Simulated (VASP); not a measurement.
CsRh2:

```
CELL_PARAMETERS angstrom
4.41815 0.00000 0.00000
0.00000 4.41815 0.00000
0.00000 0.00000 6.74121
ATOMIC_POSITIONS crystal
Cs 0.00000 0.50000 0.70000
Cs 0.50000 0.00000 0.30000
Rh 0.00000 0.00000 0.00000
Rh 0.50000 0.50000 0.00000
Rh 0.00000 0.50000 0.27000
Rh 0.50000 0.00000 0.73000
```

| Property | Result |
| --- | --- |
| Program | VASP 6.6.1 |
| Task | relaxation of cell and atoms |
| Functional | PBE |
| Potentials or basis | VASP PAW PBE potentials, release 64 (Cs_sv, Rh_pv) |
| Cutoff | 600 eV |
| k mesh | 4 × 4 × 4 |
| Occupations | gaussian, width 0.1 eV |
| Spin | no spin polarisation |

At the start: pressure 0.6 GPa; volume 21.93 Å³/atom.

Question: Where does the relaxation end?

Answer: Over 24 steps the energy falls by 838.8 meV/atom and the volume is 30.60 Å³/atom (+39.5 %); space group P4/nmm (No. 129, to 0.1 Å) before and after.

Step by step:
```
step  energy change (eV)  largest force (eV/Å)  pressure (GPa)  volume (Å³)
   1              0.0000                1.9334            0.63       131.59
   2             -0.5489                1.8615            0.29       133.22
   3             -2.0376                1.8826            0.66       138.21
   4             -4.1547                1.0342            4.53       148.50
   5             -4.5095                0.9892           -1.32       164.10
   6             -4.5113                0.9879           -0.98       162.94
   7             -4.6082                0.8578            0.10       161.46
   8             -4.6410                0.6873            1.33       159.93
   9             -4.7139                0.5088            0.12       163.17
  10             -4.7431                0.3794           -1.04       166.96
  11             -4.8167                0.3361           -0.43       166.77
  12             -4.9105                0.1963            1.55       166.09
  13             -4.9606                0.3129           -0.04       172.05
  14             -4.9623                0.4512           -0.44       173.71
  15             -4.9911                0.4301            0.03       175.46
  16             -4.9975                0.4006            0.40       176.62
  17             -5.0178                0.2385            0.08       179.64
  18             -5.0258                0.1208           -0.19       182.56
  19             -5.0260                0.1304           -0.25       183.10
  20             -5.0273                0.1264            0.35       182.15
  21             -5.0278                0.0995            0.14       182.48
  22             -5.0300                0.0656            0.07       182.87
  23             -5.0310                0.0546            0.00       183.32
  24             -5.0327                0.0145            0.03       183.59
```

Final structure:
```
Cs Rh
1.0
     4.66906    0.00000    0.00000
     0.00000    4.66906    0.00000
     0.00000    0.00000    8.42162
Cs Rh
2 4
Direct
  0.00000 0.50000 0.67226
  0.50000 0.00000 0.32774
  0.00000 0.00000 0.00000
  0.50000 0.50000 0.00000
  0.00000 0.50000 0.09873
  0.50000 0.00000 0.90127
```

Caveat: the volume moved by over 15 % at a fixed basis, so the end points are rough.
